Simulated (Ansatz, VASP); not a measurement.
**Two plane-wave programs on NaCl**

```
Na Cl
1.0
     0.00000    2.87423    2.83175
     2.83175    0.00000    2.83175
     2.83175    2.87423    0.00000
Na Cl
1 1
Direct
  0.00000 0.00000 0.00000
  0.50000 0.50000 0.50000
```

Change from the starting cell: strain +0.0150 x Voigt [0, 1, 0, 0, 0, 0], atoms carried along.

Alike in both runs: task single point; functional PBEsol; k mesh 8 × 8 × 8; occupations gaussian, width 0.05 eV; no spin polarisation.

|  | VASP | Ansatz |
| --- | --- | --- |
| version | VASP 6.6.1 | Ansatz 0.2.0 |
| potentials or method | VASP PAW PBE potentials, release 64 (Na_pv, Cl), cutoff 520 eV | scalar-relativistic, plane waves, PAW |
| valence electrons in the cell | 14 | 16 |

```tsv
	VASP	Ansatz	Ansatz less VASP
gap on the k mesh at the Fermi level (eV)	4.83	4.83	+0.003
least direct gap on the mesh (eV)	4.83	4.83	+0.003
pressure (GPa)	-1.1	-1.1	-0.01
traceless stress, the component that is largest in VASP (GPa)	-0.32	-0.31	+0.007
```

VASP's potentials were made for PBE, not for PBEsol. The functional is the same, so the differences come from potentials, cutoffs and numerics. VASP's potentials hold 14 valence electrons a cell and Ansatz's 16, so a difference there can come from the potentials and not from the codes.
